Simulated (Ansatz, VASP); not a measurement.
Two plane-wave programs on NbGa2N2

```
CELL_PARAMETERS angstrom
4.17776 0.00000 0.00000
0.00000 4.17776 0.00000
0.00000 0.00000 4.13544
ATOMIC_POSITIONS crystal
Nb 0.50000 0.50000 0.00000
Ga 0.50000 0.50000 0.50000
Ga 0.00000 0.00000 0.00000
N 0.00000 0.50000 0.00000
N 0.50000 0.00000 0.00000
```

Alike in both runs: task relaxation of cell and atoms; functional PBE; k mesh 4 × 4 × 4; occupations gaussian, width 0.1 eV; no spin polarisation.

|  | VASP | Ansatz |
| --- | --- | --- |
| version | VASP 6.6.1 | Ansatz 0.2.0 |
| potentials or method | VASP PAW PBE potentials, release 64 (Nb_sv, Ga_d, N), cutoff 600 eV | scalar-relativistic, plane waves, PAW |
| valence electrons in the cell | 49 | 49 |

```tsv
	VASP	Ansatz	Ansatz less VASP
gap on the k mesh at the Fermi level, each at its own relaxed structure (eV)	none	none	-
relaxed volume (Å³/atom)	18.97	19.31	+0.333
relaxed cell length with the largest relative difference (Å)	5.412	5.522	+0.1102
```

A gap of «none» marks a metal or a gap that the smearing closes.

The k mesh is coarse, so the values compare programs but aren't converged. Noted on VASP's run: the volume moved by over 15 % at a fixed basis, so the end points are rough.
